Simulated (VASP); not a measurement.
# Au (Im-3m) in VASP: notebook

The runs below take Au through single point, with r2SCAN.

Program: VASP 6.6.1. These are calculated values, not measurements. Logs are shortened: lines on timing, memory, paths and dates and some standing lists are left out, and cuts for length are marked.

## 1. The cell of the first run

Symmetry: Im-3m, No. 229, cubic system. Conventional cell: a = 3.139 Å, b = 3.139 Å, c = 3.139 Å, α = 90.00°, β = 90.00°, γ = 90.00°. Within 3.6 Å of Au (site symmetry m-3m) lie 14 Au at 2.72 to 3.14 Å.

## 2. Single point, r2SCAN (volume scaled by 0.88)

The input, POSCAR:

```
Au
1.0
   -1.5693701433      1.5693701433      1.5693701433
    1.5693701433     -1.5693701433      1.5693701433
    1.5693701433      1.5693701433     -1.5693701433
Au
1
Direct
    0.0000000000      0.0000000000      0.0000000000
```

The input, INCAR.step1:

```
ALGO = Normal ; EDIFF = 1E-4
ENCUT = 520 ; GGA = PE
ISMEAR = 0 ; LASPH = T
LCHARG = F ; LREAL = F
LWAVE = T ; NBANDS = 12
NELM = 60 ; PREC = Accurate
SIGMA = 0.1
```

The input, INCAR.step2:

```
ALGO = Normal ; EDIFF = 1E-7
ENCUT = 520 ; ISIF = 2
ISMEAR = 0 ; ISTART = 1
LASPH = T ; LCHARG = T
LELF = T ; LMIXTAU = T
LREAL = F ; LVHAR = T
LWAVE = F ; METAGGA = R2SCAN
NBANDS = 12 ; NELM = 60
PREC = Accurate ; SIGMA = 0.1
```

The input, KPOINTS:

```
k-points
0
Gamma
  18 18 18
```

Potentials or basis: VASP PAW PBE potentials, release 64 (Au).

The run is started by

```console
> cat potpaw_PBE.64/Au/POTCAR > POTCAR
> cp INCAR.step1 INCAR
> mpirun -np 1 vasp_std > vasp.out
> cp INCAR.step2 INCAR
> mpirun -np 1 vasp_std > vasp.out
```

OUTCAR:

```text
EDIFF = 1E-7
   ENCUT = 520
   ISIF = 2
   ISMEAR = 0
   ISTART = 1
   LASPH = T
   LREAL = F
   METAGGA = R2SCAN
   NELM = 60
   PREC = Accurate

 ion  position               nearest neighbor table
   1  0.000  0.000  0.000-

  LATTYP: Found a body centered cubic cell.
 ALAT       =     3.1387402866

  Lattice vectors:

 A1 = (  -1.5693701433,   1.5693701433,   1.5693701433)
 A2 = (   1.5693701433,  -1.5693701433,   1.5693701433)
 A3 = (   1.5693701433,   1.5693701433,  -1.5693701433)

Analysis of symmetry for initial positions (statically):
=====================================================================
 Subroutine PRICEL returns:
 Original cell was already a primitive cell.

 Routine SETGRP: Setting up the symmetry group for a
 body centered cubic supercell.

 Subroutine GETGRP returns: Found 48 space group operations
 (whereof 48 operations were pure point group operations)
 out of a pool of 48 trial point group operations.

The static configuration has the point symmetry O_h .

Analysis of symmetry for dynamics (positions and initial velocities):
=====================================================================
 Subroutine PRICEL returns:
 Original cell was already a primitive cell.

 Routine SETGRP: Setting up the symmetry group for a
 body centered cubic supercell.

 Subroutine GETGRP returns: Found 48 space group operations
 (whereof 48 operations were pure point group operations)
 out of a pool of 48 trial point group operations.

The dynamic configuration has the point symmetry O_h .

 Subroutine INISYM returns: Found 48 space group operations
 (whereof 48 operations are pure point group operations),
 and found     1 'primitive' translations

----------------------------------------------------------------------------------------

                                     Primitive cell

  volume of cell :      15.4609

  direct lattice vectors                    reciprocal lattice vectors
    -1.569370143  1.569370143  1.569370143     0.000000000  0.318599154  0.318599154
     1.569370143 -1.569370143  1.569370143     0.318599154  0.000000000  0.318599154
     1.569370143  1.569370143 -1.569370143     0.318599154  0.318599154  0.000000000

  length of vectors
     2.718228824  2.718228824  2.718228824     0.450567245  0.450567245  0.450567245

  position of ions in fractional coordinates (direct lattice)
     0.000000000  0.000000000  0.000000000

  ion indices of the primitive-cell ions
   primitive index   ion index
                 1           1

----------------------------------------------------------------------------------------

 KPOINTS: k-points

Automatic generation of k-mesh.
 Grid dimensions read from file:
 generate k-points for:   18   18   18

 Generating k-lattice:

  Cartesian coordinates                     Fractional coordinates (reciprocal lattice)
     0.000000000  0.017699953  0.017699953     0.055555556  0.000000000  0.000000000
     0.017699953  0.000000000  0.017699953     0.000000000  0.055555556  0.000000000
     0.017699953  0.017699953  0.000000000     0.000000000  0.000000000  0.055555556

  Length of vectors
     0.025031514  0.025031514  0.025031514

  Shift w.r.t. Gamma in fractional coordinates (k-lattice)
     0.000000000  0.000000000  0.000000000

 Subroutine IBZKPT returns following result:
 ===========================================

 Found    195 irreducible k-points:

 Following reciprocal coordinates:
            Coordinates               Weight
  0.000000  0.000000  0.000000      1.000000
  0.055556  0.000000  0.000000     12.000000
  0.111111  0.000000  0.000000     12.000000
  0.166667  0.000000  0.000000     12.000000
  0.222222  0.000000  0.000000     12.000000
  0.277778  0.000000  0.000000     12.000000
[... 16 lines left out ...]
  0.333333  0.111111  0.000000     48.000000
  0.388889  0.111111  0.000000     48.000000
 [... further k-points ...]
   k-points           NKPTS =    195   k-points in BZ     NKDIM =    195   number of bands    NBANDS=     12
   number of dos      NEDOS =    301   number of ions     NIONS =      1
   total plane-waves  NPLWV =   8000
   dimension x,y,z NGX =    20 NGY =   20 NGZ =   20
   dimension x,y,z NGXF=    40 NGYF=   40 NGZF=   40
   ions per type =               1
   NGX,Y,Z   is equivalent  to a cutoff of  12.23, 12.23, 12.23 a.u.
   NGXF,Y,Z  is equivalent  to a cutoff of  24.46, 24.46, 24.46 a.u.
 SYSTEM =  unknown system
   PREC   = accura    normal or accurate (medium, high low for compatibility)
   ISTART =      1    job   : 0-new  1-cont  2-samecut
   ICHARG =      0    charge: 1-file 2-atom 10-const
   ISPIN  =      1    spin polarized calculation?
   LNONCOLLINEAR =      F non collinear calculations
   LSORBIT =      F    spin-orbit coupling
   LASPH  =      T    aspherical Exc in radial PAW
   ENCUT  =  520.0 eV  38.22 Ry    6.18 a.u.   5.05  5.05  5.05*2*pi/ulx,y,z
   NELM   =     60;   NELMIN=  2; NELMDL=  0     # of ELM steps
   EDIFF  = 0.1E-06   stopping-criterion for ELM
   LREAL  =      F    real-space projection
   EDIFFG = 0.1E-05   stopping-criterion for IOM
   NSW    =      0    number of steps for IOM
   IBRION =     -1    ionic relax: 0-MD 1-quasi-New 2-CG
   NFREE  =      0    steps in history (QN), initial steepest desc. (CG)
   ISIF   =      2    stress and relaxation
   ISYM   =      2    0-nonsym 1-usesym 2-fastsym
   POTIM  = 0.5000    time-step for ionic-motion
   TEBEG  =    0.0;   TEEND  =   0.0 temperature during run
   PSTRESS=    0.0 pullay stress
   NELECT =      11.0000    total number of electrons
   NUPDOWN=      -1.0000    fix difference up-down
   EMIN   =  10.00;   EMAX   =-10.00  energy-range for DOS
   EFERMI =   0.00;   METHOD = LEGACY
   ISMEAR =     0;   SIGMA  =   0.10  broadening in eV -4-tet -1-fermi 0-gaus
   EFERMI_NEDOS =   21; number of points for ismear=-14 and -15
   IALGO  =     38    algorithm
   IMIX   =      4    mixing-type and parameters
     AMIX     =   0.40;   BMIX     =  1.00
     AMIX_MAG =   1.60;   BMIX_MAG =  1.00
  volume/ion in A,a.u.               =      15.46       104.34
  Fermi-wavevector in a.u.,A,eV,Ry     =   1.461483  2.761802 29.061114  2.135932
  Thomas-Fermi vector in A             =   2.577809
   LORBIT       =      0    0 simple, 1 ext, 2 COOP (PROOUT), +10 PAW based schemes
   METAGGA = R2SCAN    functional components
   LHFCALC =     F    Hartree Fock is set to
   AEXX    =    0.0000 exact exchange contribution
   IVDW    =     0    specifies the selected vdW correction
   LEPSILON=     F    determine dielectric tensor
   LRPA    =     F    only Hartree local field effects (RPA)
 non-spin polarized calculation
 Gauss-broadening in eV      SIGMA  =   0.10
  energy-cutoff  :      520.00
  volume of cell :       15.46
 maximum number of plane-waves:       430
   NGX = 11   NGY = 11   NGZ = 11

 number of electron      10.9999995 magnetization

 Free energy of the ion-electron system (eV)
  ---------------------------------------------------
  ext. energy  EPLUGINS =         0.00000000
  ---------------------------------------------------
  free energy    TOTEN  =       -50.40614403 eV

  energy without entropy =      -50.40581658  energy(sigma->0) =      -50.40598030

 E-fermi :  11.1027     XC(G=0): -14.3307

 val. band max:       11.0525360689   @ k =   0.3889   0.0556   0.0556
 cond. band min:      11.1827664131   @ k =  -0.3333   0.3333   0.3333
 fundamental gap:      0.1302303443
 Fermi energy:        11.1027224789

 k-point     1 :       0.0000    0.0000    0.0000
  band No.  band energies     occupation
      1      -0.1649      2.00000
      2       5.2922      2.00000
      3       5.2922      2.00000
      4       5.2922      2.00000
      5       7.6117      2.00000
      6       7.6117      2.00000
      7      28.4435      0.00000
      8      28.4435      0.00000
      9      28.4435      0.00000
     10      38.3021      0.00000
     11      38.3029      0.00000
     12      38.3031      0.00000

 k-point     2 :       0.0556    0.0000    0.0000
  band No.  band energies     occupation
      1      -0.0349      2.00000
      2       5.2471      2.00000
      3       5.2958      2.00000
      4       5.3900      2.00000
      5       7.5554      2.00000
      6       7.6145      2.00000
      7      28.4915      0.00000
      8      28.4926      0.00000
      9      28.6212      0.00000
     10      36.2924      0.00000
     11      36.6753      0.00000
     12      37.8752      0.00000

 k-point     3 :       0.1111    0.0000    0.0000
  band No.  band energies     occupation
      1       0.3438      2.00000
      2       5.1194      2.00000
      3       5.3021      2.00000
      4       5.6783      2.00000
      5       7.4184      2.00000
      6       7.6242      2.00000
      7      28.4460      0.00000
      8      28.5398      0.00000
      9      29.1406      0.00000
     10      34.6846      0.00000
     11      34.6882      0.00000
     12      36.6771      0.00000

 k-point     4 :       0.1667    0.0000    0.0000
  band No.  band energies     occupation
      1       0.9294      2.00000
      2       4.9296      2.00000
      3       5.3129      2.00000
      4       6.1417      2.00000
      5       7.2798      2.00000
      6       7.6435      2.00000
      7      27.6803      0.00000
      8      28.2869      0.00000
      9      29.9630      0.00000
     10      33.3632      0.00000
     11      33.9022      0.00000
     12      34.9444      0.00000

 k-point     5 :       0.2222    0.0000    0.0000
  band No.  band energies     occupation
      1       1.6213      2.00000
      2       4.7057      2.00000
      3       5.3924      2.00000
      4       6.7521      2.00000
      5       7.2164      2.00000
      6       7.6749      2.00000
      7      25.8072      0.00000
      8      27.5389      0.00000
      9      31.0248      0.00000
     10      32.9641      0.00000
     11      33.1817      0.00000
     12      34.1665      0.00000
[... 228 lines left out ...]
      1       2.5524      2.00000
      2       4.5551      2.00000
      3       5.2440      2.00000
      4       7.1173      2.00000
      5       7.7901      2.00000
      6       8.1138      2.00000
      7      23.3653      0.00000
      8      26.0579      0.00000
      9      28.7675      0.00000
     10      31.5430      0.00000
     11      35.4449      0.00000
     12      36.6144      0.00000

 k-point    22 :       0.2778    0.1111    0.0000
  band No.  band energies     occupation
      1       2.8514      2.00000
      2       4.3553      2.00000
      3       5.8195      2.00000
      4       7.2432      2.00000
      5       7.8818      2.00000
      6       9.0504      2.00000
      7      20.8286      0.00000
      8      25.1559      0.00000
      9      27.5764      0.00000
     10      32.6182      0.00000
     11      36.2130      0.00000
     12      36.5892      0.00000

 k-point    23 :       0.3333    0.1111    0.0000
  band No.  band energies     occupation
      1       2.8859      2.00000
      2       4.2023      2.00000
      3       6.5547      2.00000
      4       7.4085      2.00000
      5       8.0476      2.00000
      6      10.1109      2.00000
      7      18.4170      0.00000
      8      24.3997      0.00000
      9      26.5542      0.00000
     10      33.6354      0.00000
     11      36.2619      0.00000
     12      36.6367      0.00000

 k-point    24 :       0.3889    0.1111    0.0000
  band No.  band energies     occupation
      1       2.8394      2.00000
      2       4.1071      2.00000
      3       7.0465      2.00000
      4       7.4600      2.00000
      5       8.4151      2.00000
      6      11.2518      0.03496
      7      16.3389      0.00000
      8      23.8828      0.00000
      9      25.8641      0.00000
     10      34.4490      0.00000
     11      35.7533      0.00000
     12      36.8992      0.00000

 [... further k-points ...]
[... 5 lines left out ...]
  --------------------------------------------------------------------------------------
  -------------------------------------------------------------------------------------
  Total        2.8174536      2.8174536      2.8174536      0.0000000      0.0000000      0.0000000
  in kB      291.9652801    291.9652801    291.9652801      0.0000000      0.0000000      0.0000000
  external PRESSURE =     291.9652801 kB  Pullay stress =       0.0000000 kB

 VOLUME and BASIS-vectors are now :
 -----------------------------------------------------------------------------
  energy-cutoff  :      520.00
  volume of cell :       15.46
      direct lattice vectors                 reciprocal lattice vectors
    -1.569370143  1.569370143  1.569370143     0.000000000  0.318599154  0.318599154
     1.569370143 -1.569370143  1.569370143     0.318599154  0.000000000  0.318599154
     1.569370143  1.569370143 -1.569370143     0.318599154  0.318599154  0.000000000

 POSITION                                       TOTAL-FORCE (eV/Angst)
 -----------------------------------------------------------------------------------
      0.00000      0.00000      0.00000         0.000000     -0.000000      0.000000
 -----------------------------------------------------------------------------------
    total drift:                                0.000000     -0.000000      0.000000

  FREE ENERGIE OF THE ION-ELECTRON SYSTEM (eV)
  ---------------------------------------------------
  free  energy   TOTEN  =       -50.4061440332 eV

  energy  without entropy=      -50.4058165760  energy(sigma->0) =      -50.40598030
```

It took 49 s on 1 thread of Intel Xeon 6975P-C (Granite Rapids), shared host; peak memory 0.15 GiB.

What came out:

```
Free energy : -50.4061 eV
Pressure    : 29.2 GPa
```

Levels at points of the mesh, in eV from the Fermi level:
```csv
k point,band 2,band 3,band 4,band 5,band 6,band 7,band 8,band 9,band 10,band 11
"(0.00, 0.00, 0.00)",-5.81,-5.81,-5.81,-3.49,-3.49,17.34,17.34,17.34,27.20,27.20
"(0.50, 0.00, 0.00)",-7.13,-3.65,-3.24,-1.54,-0.99,4.30,13.08,15.25,24.35,24.55
"(0.50, 0.50, 0.50)",-8.19,-2.02,-2.02,-2.02,6.72,6.72,6.72,11.43,17.87,17.87
```

Caveat: the PAW data sets were made with another functional, which shifts forces and pressure a little; spin-orbit coupling is left out, which moves the levels of the heavy elements.

## 3. Single point, r2SCAN (volume scaled by 0.91)

The input, POSCAR:

```
Au
1.0
   -1.5870049917      1.5870049917      1.5870049917
    1.5870049917     -1.5870049917      1.5870049917
    1.5870049917      1.5870049917     -1.5870049917
Au
1
Direct
    0.0000000000      0.0000000000      0.0000000000
```

The input, INCAR.step1:

```
SYSTEM = Au
PREC     = Accurate       ! precision mode
ENCUT    = 520            ! plane-wave cutoff, eV
ISMEAR   = 0              ! smearing method
SIGMA    = 0.1            ! smearing width, eV
LREAL    = .False.        ! projectors in reciprocal space
LASPH    = .True.         ! aspherical terms in the spheres
NELM     = 60             ! most SCF steps
NBANDS   = 12             ! bands
GGA      = PE             ! functional
ALGO     = Normal         ! electronic algorithm
EDIFF    = 1E-4           ! SCF threshold, eV
LWAVE    = .True.         ! write WAVECAR
LCHARG   = .False.        ! write CHGCAR
```

The input, INCAR.step2:

```
SYSTEM = Au
PREC     = Accurate       ! precision mode
ENCUT    = 520            ! plane-wave cutoff, eV
EDIFF    = 1E-7           ! SCF threshold, eV
ISMEAR   = 0              ! smearing method
SIGMA    = 0.1            ! smearing width, eV
LREAL    = .False.        ! projectors in reciprocal space
LASPH    = .True.         ! aspherical terms in the spheres
NELM     = 60             ! most SCF steps
ALGO     = Normal         ! electronic algorithm
ISIF     = 2              ! what is computed and relaxed
LWAVE    = .False.        ! write WAVECAR
LCHARG   = .False.        ! write CHGCAR
METAGGA  = R2SCAN         ! meta-GGA
LMIXTAU  = .True.       
NBANDS   = 12             ! bands
ISTART   = 1
```

The input, KPOINTS:

```
Automatic mesh
0
Gamma
  18 18 18
  0 0 0
```

Potentials or basis: VASP PAW PBE potentials, release 64 (Au).

The run is started by

```console
> cat potpaw_PBE.64/Au/POTCAR > POTCAR
> cp INCAR.step1 INCAR
> mpirun -np 1 vasp_std > vasp.out
> cp INCAR.step2 INCAR
> mpirun -np 1 vasp_std > vasp.out
```

Wall time 52 s (1 thread of Intel Xeon 6975P-C (Granite Rapids), shared host); peak memory 0.15 GiB.

The run converged. Its results:

* Free energy: -50.4862 eV
* Pressure: 19.6 GPa

Levels at points of the mesh, in eV from the Fermi level:
```
           k point  band 2  band 3  band 4  band 5  band 6  band 7  band 8  band 9  band 10  band 11
(0.00, 0.00, 0.00)   -5.60   -5.60   -5.60   -3.40   -3.40   17.36   17.36   17.36    26.51    26.51
(0.50, 0.00, 0.00)   -6.85   -3.56   -3.17   -1.57   -0.83    4.06   13.08   14.98    23.79    24.04
(0.50, 0.50, 0.50)   -7.83   -2.02   -2.02   -2.02    6.68    6.68    6.68   10.96    17.44    17.44
```

Caveat: the PAW data sets were made with another functional, which shifts forces and pressure a little; spin-orbit coupling is left out, which moves the levels of the heavy elements.

[end of part 1 of 2]
